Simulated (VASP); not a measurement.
# FePt (Tetraferroplatinum) (P4/mmm) in VASP: further runs

The runs below take FePt (Tetraferroplatinum) through single point, with PBEsol, PBE, RPBE+D3(BJ), LDA.

All numbers are computed with VASP 6.6.1; they aren't measurements. Logs are shortened: lines on timing, memory, paths and dates and some standing lists are left out, and cuts for length are marked.

## (1) The cell of the first run

The structure is tetragonal, space group P4/mmm (No. 123). Conventional cell: a = 2.777 Å, b = 2.777 Å, c = 3.793 Å, α = 90.00°, β = 90.00°, γ = 90.00°. Pt (site symmetry 4/mmm) has 8 Fe at 2.73 Å and 4 Pt at 2.78 Å within 3.6 Å. Within 3.6 Å of Fe (site symmetry 4/mmm) lie 8 Pt at 2.73 Å and 4 Fe at 2.78 Å.

## (2) Single point, PBEsol, collinear spin, ferromagnetic start

INCAR

```
SYSTEM = FePt
PREC = Accurate
ENCUT = 520
EDIFF = 1E-7
ISMEAR = -1
SIGMA = 0.05
LREAL = .False.
LASPH = .True.
NELM = 150
ALGO = Normal
ISIF = 2
LWAVE = .False.
LCHARG = .True.
ISPIN = 2
MAGMOM = 0 3
LORBIT = 11
LMAXMIX = 4
GGA = PS
LELF = .True.
LVHAR = .True.
NBANDS = 20
```

KPOINTS

```
regular mesh
0
Gamma
  10 10 7
  0 0 0
```

POSCAR

```
FePt
1.0
    2.7769155219      0.0000000000      0.0000000000
    0.0000000000      2.7769155219      0.0000000000
    0.0000000000      0.0000000000      3.7929596994
Pt Fe
1 1
Direct
    0.5000000000      0.5000000000      0.5000000000
    0.0000000000      0.0000000000      0.0000000000
```

Potentials or basis: VASP PAW PBE potentials, release 64 (Pt, Fe).

On the command line:

```bash
cat potpaw_PBE.64/Pt/POTCAR potpaw_PBE.64/Fe/POTCAR > POTCAR
mpirun -np 1 vasp_std > vasp.out
```

OUTCAR:

```text
SYSTEM = FePt
   PREC = Accurate
   ENCUT = 520
   EDIFF = 1E-7
   ISMEAR = -1
   LREAL = .False.
   LASPH = .True.
   NELM = 150
   ISIF = 2
   ISPIN = 2
   LORBIT = 11
   GGA = PS

 ion  position               nearest neighbor table
   1  0.500  0.500  0.500-   2 2.73   2 2.73   2 2.73   2 2.73   2 2.73   2 2.73   2 2.73   2 2.73

   2  0.000  0.000  0.000-   1 2.73   1 2.73   1 2.73   1 2.73   1 2.73   1 2.73   1 2.73   1 2.73

  LATTYP: Found a simple tetragonal cell.
 ALAT       =     2.7769155219
 C/A-ratio  =     1.3658894804

  Lattice vectors:

 A1 = (   2.7769155219,   0.0000000000,   0.0000000000)
 A2 = (   0.0000000000,   2.7769155219,   0.0000000000)
 A3 = (   0.0000000000,   0.0000000000,   3.7929596994)

Analysis of symmetry for initial positions (statically):
=====================================================================
 Subroutine PRICEL returns:
 Original cell was already a primitive cell.

 Routine SETGRP: Setting up the symmetry group for a
 simple tetragonal supercell.

 Subroutine GETGRP returns: Found 16 space group operations
 (whereof 16 operations were pure point group operations)
 out of a pool of 16 trial point group operations.

The static configuration has the point symmetry D_4h.

Analysis of symmetry for dynamics (positions and initial velocities):
=====================================================================
 Subroutine PRICEL returns:
 Original cell was already a primitive cell.

 Routine SETGRP: Setting up the symmetry group for a
 simple tetragonal supercell.

 Subroutine GETGRP returns: Found 16 space group operations
 (whereof 16 operations were pure point group operations)
 out of a pool of 16 trial point group operations.

The dynamic configuration has the point symmetry D_4h.

Analysis of structural, dynamic, and magnetic symmetry:
=====================================================================
 Subroutine PRICEL returns:
 Original cell was already a primitive cell.

 Routine SETGRP: Setting up the symmetry group for a
 simple tetragonal supercell.

 Subroutine GETGRP returns: Found 16 space group operations
 (whereof 16 operations were pure point group operations)
 out of a pool of 16 trial point group operations.

The overall configuration has the point symmetry D_4h.

 Subroutine INISYM returns: Found 16 space group operations
 (whereof 16 operations are pure point group operations),
 and found     1 'primitive' translations

----------------------------------------------------------------------------------------

                                     Primitive cell

  volume of cell :      29.2485

  direct lattice vectors                    reciprocal lattice vectors
     2.776915522  0.000000000  0.000000000     0.360111783  0.000000000  0.000000000
     0.000000000  2.776915522  0.000000000     0.000000000  0.360111783  0.000000000
     0.000000000  0.000000000  3.792959699     0.000000000  0.000000000  0.263646355

  length of vectors
     2.776915522  2.776915522  3.792959699     0.360111783  0.360111783  0.263646355

  position of ions in fractional coordinates (direct lattice)
     0.500000000  0.500000000  0.500000000
     0.000000000  0.000000000  0.000000000

  ion indices of the primitive-cell ions
   primitive index   ion index
                 1           1
                 2           2

----------------------------------------------------------------------------------------

 KPOINTS: regular mesh

Automatic generation of k-mesh.
 Grid dimensions read from file:
 generate k-points for:   10   10    7

 Generating k-lattice:

  Cartesian coordinates                     Fractional coordinates (reciprocal lattice)
     0.036011178  0.000000000  0.000000000     0.100000000  0.000000000  0.000000000
     0.000000000  0.036011178  0.000000000     0.000000000  0.100000000  0.000000000
     0.000000000  0.000000000  0.037663765     0.000000000  0.000000000  0.142857143

  Length of vectors
     0.036011178  0.036011178  0.037663765

  Shift w.r.t. Gamma in fractional coordinates (k-lattice)
     0.000000000  0.000000000  0.000000000

 Subroutine IBZKPT returns following result:
 ===========================================

 Found     84 irreducible k-points:

 Following reciprocal coordinates:
            Coordinates               Weight
  0.000000  0.000000  0.000000      1.000000
  0.100000  0.000000  0.000000      4.000000
  0.200000  0.000000  0.000000      4.000000
  0.300000  0.000000  0.000000      4.000000
  0.400000  0.000000  0.000000      4.000000
  0.500000  0.000000  0.000000      2.000000
[... 16 lines left out ...]
  0.100000  0.000000  0.142857      8.000000
  0.200000  0.000000  0.142857      8.000000
 [... further k-points ...]
   k-points           NKPTS =     84   k-points in BZ     NKDIM =     84   number of bands    NBANDS=     20
   number of dos      NEDOS =    301   number of ions     NIONS =      2
   total plane-waves  NPLWV =  16128
   dimension x,y,z NGX =    24 NGY =   24 NGZ =   28
   dimension x,y,z NGXF=    48 NGYF=   48 NGZF=   56
   ions per type =               1   1
   NGX,Y,Z   is equivalent  to a cutoff of  14.37, 14.37, 12.27 a.u.
   NGXF,Y,Z  is equivalent  to a cutoff of  28.74, 28.74, 24.54 a.u.
 SYSTEM =  FePt
   PREC   = accura    normal or accurate (medium, high low for compatibility)
   ISTART =      0    job   : 0-new  1-cont  2-samecut
   ICHARG =      2    charge: 1-file 2-atom 10-const
   ISPIN  =      2    spin polarized calculation?
   LNONCOLLINEAR =      F non collinear calculations
   LSORBIT =      F    spin-orbit coupling
   LASPH  =      T    aspherical Exc in radial PAW
   ENCUT  =  520.0 eV  38.22 Ry    6.18 a.u.   5.16  5.16  7.05*2*pi/ulx,y,z
   NELM   =    150;   NELMIN=  2; NELMDL= -5     # of ELM steps
   EDIFF  = 0.1E-06   stopping-criterion for ELM
   LREAL  =      F    real-space projection
   EDIFFG = 0.1E-05   stopping-criterion for IOM
   NSW    =      0    number of steps for IOM
   IBRION =     -1    ionic relax: 0-MD 1-quasi-New 2-CG
   NFREE  =      0    steps in history (QN), initial steepest desc. (CG)
   ISIF   =      2    stress and relaxation
   ISYM   =      2    0-nonsym 1-usesym 2-fastsym
   POTIM  = 0.5000    time-step for ionic-motion
   TEBEG  =    0.0;   TEEND  =   0.0 temperature during run
   PSTRESS=    0.0 pullay stress
   NELECT =      18.0000    total number of electrons
   NUPDOWN=      -1.0000    fix difference up-down
   EMIN   =  10.00;   EMAX   =-10.00  energy-range for DOS
   EFERMI =   0.00;   METHOD = LEGACY
   ISMEAR =    -1;   SIGMA  =   0.05  broadening in eV -4-tet -1-fermi 0-gaus
   EFERMI_NEDOS =   21; number of points for ismear=-14 and -15
   IALGO  =     38    algorithm
   IMIX   =      4    mixing-type and parameters
     AMIX     =   0.40;   BMIX     =  1.00
     AMIX_MAG =   1.60;   BMIX_MAG =  1.00
  volume/ion in A,a.u.               =      14.62        98.69
  Fermi-wavevector in a.u.,A,eV,Ry     =   1.392508  2.631459 26.382779  1.939080
  Thomas-Fermi vector in A             =   2.516244
   LORBIT       =     11    0 simple, 1 ext, 2 COOP (PROOUT), +10 PAW based schemes
   GGA     = PS    functional components
   LHFCALC =     F    Hartree Fock is set to
   AEXX    =    0.0000 exact exchange contribution
   IVDW    =     0    specifies the selected vdW correction
   LEPSILON=     F    determine dielectric tensor
   LRPA    =     F    only Hartree local field effects (RPA)
 spin polarized calculation
  energy-cutoff  :      520.00
  volume of cell :       29.25
 maximum number of plane-waves:       799
 NGX is ok and might be reduce to    24
   NGX = 11   NGY = 11   NGZ = 15

 number of electron      17.9999996 magnetization       3.3889971

 Free energy of the ion-electron system (eV)
  ---------------------------------------------------
  ext. energy  EPLUGINS =         0.00000000
  ---------------------------------------------------
  free energy    TOTEN  =       -16.16199591 eV

  energy without entropy =      -16.14977412  energy(sigma->0) =      -16.15588501

 E-fermi :   7.7488     XC(G=0): -12.8748

 val. band max:        7.7472408395   @ k =   0.5000   0.4000   0.4286
 cond. band min:       7.7615389175   @ k =   0.4000   0.2000   0.1429
 fundamental gap:      0.0142980780
 Fermi energy:         7.7487643084

 spin component 1

 k-point     1 :       0.0000    0.0000    0.0000
  band No.  band energies     occupation
      1      -1.4570      1.00000
      2       1.7926      1.00000
      3       1.9993      1.00000
      4       4.4226      1.00000
      5       4.4226      1.00000
      6       4.8523      1.00000
[... 12 lines left out ...]
     19      28.7788      0.00000
     20      28.7788      0.00000
[... 507 lines left out ...]
 k-point    24 :       0.2000    0.0000    0.1429
  band No.  band energies     occupation
      1      -0.3120      1.00000
      2       2.2864      1.00000
      3       2.7420      1.00000
      4       4.1160      1.00000
      5       4.6547      1.00000
      6       4.9715      1.00000
[... 12 lines left out ...]
     19      30.0394      0.00000
     20      30.0708      0.00000

 [... further k-points ...]

 spin component 2

 k-point     1 :       0.0000    0.0000    0.0000
  band No.  band energies     occupation
      1      -1.2730      1.00000
      2       2.4078      1.00000
      3       2.4245      1.00000
      4       5.5604      1.00000
      5       5.5604      1.00000
      6       7.0274      1.00000
[... 12 lines left out ...]
     19      28.9263      0.00000
     20      28.9263      0.00000
[... 507 lines left out ...]
 k-point    24 :       0.2000    0.0000    0.1429
  band No.  band energies     occupation
      1      -0.1201      1.00000
      2       2.7795      1.00000
      3       3.2978      1.00000
      4       4.7171      1.00000
      5       5.7861      1.00000
      6       6.4720      1.00000
[... 12 lines left out ...]
     19      30.3142      0.00000
     20      30.3949      0.00000

 [... further k-points ...]

------------------------ aborting loop because EDIFF is reached ----------------------------------------

  FORCE on cell =-STRESS in cart. coord.  units (eV):
  Direction    XX          YY          ZZ          XY          YZ          ZX
  --------------------------------------------------------------------------------------
  -------------------------------------------------------------------------------------
  Total       -2.9990101     -2.9990101     -2.8777985      0.0000000     -0.0000000      0.0000000
  in kB     -164.2800965   -164.2800965   -157.6403559      0.0000000     -0.0000000      0.0000000
  external PRESSURE =    -162.0668496 kB  Pullay stress =       0.0000000 kB

 VOLUME and BASIS-vectors are now :
 -----------------------------------------------------------------------------
  energy-cutoff  :      520.00
  volume of cell :       29.25
      direct lattice vectors                 reciprocal lattice vectors
     2.776915522  0.000000000  0.000000000     0.360111783  0.000000000  0.000000000
     0.000000000  2.776915522  0.000000000     0.000000000  0.360111783  0.000000000
     0.000000000  0.000000000  3.792959699     0.000000000  0.000000000  0.263646355

 POSITION                                       TOTAL-FORCE (eV/Angst)
 -----------------------------------------------------------------------------------
      1.38846      1.38846      1.89648         0.000000      0.000000      0.000000
      0.00000      0.00000      0.00000         0.000000      0.000000      0.000000
 -----------------------------------------------------------------------------------
    total drift:                                0.000000      0.000000     -0.000000

  FREE ENERGIE OF THE ION-ELECTRON SYSTEM (eV)
  ---------------------------------------------------
  free  energy   TOTEN  =       -16.1619959117 eV

  energy  without entropy=      -16.1497741173  energy(sigma->0) =      -16.15588501

 total charge

# of ion       s       p       d       tot
------------------------------------------
    1        0.679   0.597   8.012   9.289
    2        0.393   0.411   6.070   6.874
--------------------------------------------------
tot          1.072   1.009  14.082  16.163

 magnetization (x)

# of ion       s       p       d       tot
------------------------------------------
    1       -0.024  -0.058   0.431   0.349
    2        0.006  -0.005   3.014   3.015
--------------------------------------------------
tot         -0.018  -0.062   3.445   3.365
```

It took 36 s on 1 thread of Intel Xeon 6975P-C (Granite Rapids), shared host; peak memory 0.21 GiB.

Results:

```yaml
Free_energy: -16.1620 eV
Pressure: -16.2 GPa
Net_moment: 3.39 μB per cell
Site_moments: Pt +0.35; Fe +3.02 μB
Valence_electrons_inside_the_program's_atomic_spheres: Pt 9.29; Fe 6.87
```

Stress tensor (GPa, compression positive):
```
-16.43   0.00   0.00
  0.00 -16.43   0.00
  0.00   0.00 -15.76
```

Caveat: the PAW data sets were made with another functional, which shifts forces and pressure a little; spin-orbit coupling is left out, which moves the levels of the heavy elements.

## (3) Single point, PBE, collinear spin, ferromagnetic start

This run uses another cell than the first one, of 13.80 Å³/atom, 0.943 times its volume.

INCAR

```
PREC = Accurate
ENCUT = 520
EDIFF = 1E-6
ISMEAR = -1
SIGMA = 0.05
LREAL = F
LASPH = T
NELM = 150
ALGO = Normal
ISIF = 2
LWAVE = F
LCHARG = T
ISPIN = 2
MAGMOM = 0 3
LORBIT = 11
LMAXMIX = 4
GGA = PE
LELF = T
LVHAR = T
NBANDS = 20
```

KPOINTS

```
Automatic mesh
0
Gamma
  10 10 7
```

POSCAR

```
FePt
1.0
    2.7235000000      0.0000000000      0.0000000000
    0.0000000000      2.7235000000      0.0000000000
    0.0000000000      0.0000000000      3.7200000000
Pt Fe
1 1
Direct
    0.5000000000      0.5000000000      0.5000000000
    0.0000000000      0.0000000000      0.0000000000
```

Potentials or basis: VASP PAW PBE potentials, release 64 (Pt, Fe).

On the command line:

```bash
cat potpaw_PBE.64/Pt/POTCAR potpaw_PBE.64/Fe/POTCAR > POTCAR
mpirun -np 1 vasp_std > vasp.out
```

OUTCAR:

```text
PREC = Accurate
   ENCUT = 520
   EDIFF = 1E-6
   ISMEAR = -1
   LREAL = F
   LASPH = T
   NELM = 150
   ISIF = 2
   ISPIN = 2
   LORBIT = 11
   GGA = PE

 ion  position               nearest neighbor table
   1  0.500  0.500  0.500-   2 2.68   2 2.68   2 2.68   2 2.68   2 2.68   2 2.68   2 2.68   2 2.68

   2  0.000  0.000  0.000-   1 2.68   1 2.68   1 2.68   1 2.68   1 2.68   1 2.68   1 2.68   1 2.68

  LATTYP: Found a simple tetragonal cell.
 ALAT       =     2.7235000000
 C/A-ratio  =     1.3658894804
[... 1321 lines left out ...]
  external PRESSURE =      29.4594317 kB  Pullay stress =       0.0000000 kB

 VOLUME and BASIS-vectors are now :
 -----------------------------------------------------------------------------
  energy-cutoff  :      520.00
  volume of cell :       27.59
      direct lattice vectors                 reciprocal lattice vectors
     2.723500000  0.000000000  0.000000000     0.367174592  0.000000000  0.000000000
     0.000000000  2.723500000  0.000000000     0.000000000  0.367174592  0.000000000
     0.000000000  0.000000000  3.720000000     0.000000000  0.000000000  0.268817204

 POSITION                                       TOTAL-FORCE (eV/Angst)
 -----------------------------------------------------------------------------------
      1.36175      1.36175      1.86000         0.000000      0.000000      0.000000
      0.00000      0.00000      0.00000         0.000000      0.000000      0.000000
 -----------------------------------------------------------------------------------
    total drift:                                0.000000      0.000000      0.000000

  FREE ENERGIE OF THE ION-ELECTRON SYSTEM (eV)
  ---------------------------------------------------
  free  energy   TOTEN  =       -14.8066044756 eV

  energy  without entropy=      -14.7953069022  energy(sigma->0) =      -14.80095569

 total charge

# of ion       s       p       d       tot
------------------------------------------
    1        0.714   0.666   8.056   9.436
    2        0.409   0.452   6.125   6.986
--------------------------------------------------
tot          1.124   1.118  14.180  16.422

 magnetization (x)

# of ion       s       p       d       tot
------------------------------------------
    1       -0.026  -0.066   0.428   0.336
    2        0.005  -0.007   2.918   2.916
--------------------------------------------------
tot         -0.021  -0.074   3.346   3.252
```

stdout:

```text
POSCAR found type information on POSCAR PtFe
 POSCAR found :  2 types and       2 ions
 scaLAPACK will be used
 LDA part: xc-table for (Slater+PW92), standard interpolation
 POSCAR, INCAR and KPOINTS ok, starting setup
 FFT: planning ... GRIDC
 FFT: planning ... GRID_SOFT
 FFT: planning ... GRID
 WAVECAR not read
 entering main loop
```

Run time: 86 s. Hardware: 1 thread of Intel Xeon Platinum 8259CL at 2.50GHz (Skylake/Cascade Lake), shared host; peak memory 0.2 GiB.

What came out:

* Free energy: -14.8066 eV
* Pressure: 2.9 GPa
* Net moment: 3.27 μB per cell
* Site moments: Pt +0.34; Fe +2.92 μB
* Valence electrons inside the program's atomic spheres: Pt 9.44; Fe 6.99

Stress tensor (GPa, compression positive):
```
2.76 0.00 0.00
0.00 2.76 0.00
0.00 0.00 3.32
```

Levels at points of the mesh, in eV from the Fermi level:
Spin up:
```
           k point  band 7  band 8  band 9  band 10  band 11  band 12  band 13  band 14  band 15  band 16
(0.00, 0.00, 0.00)   -2.15   -1.96   -0.55    -0.42    -0.42     2.27     9.74    11.64    11.64    17.19
(0.50, 0.00, 0.00)   -2.70   -2.55   -2.17    -1.65     0.12     2.01    10.44    10.54    12.53    13.26
(0.50, 0.50, 0.00)   -0.56   -0.50   -0.50     0.53     1.59     1.59     7.57    10.01    10.87    12.34
```
Spin down:
```
           k point  band 6  band 7  band 8  band 9  band 10  band 11
(0.00, 0.00, 0.00)   -0.81   -0.78    0.57    1.65     1.65     1.67
(0.50, 0.00, 0.00)   -1.39   -1.20   -0.90    0.51     0.67     2.35
(0.50, 0.50, 0.00)    1.23    1.63    1.70    1.72     1.72     1.73
```

Caveat: spin-orbit coupling is left out, which moves the levels of the heavy elements.

(Continued in part 2 of 2.)
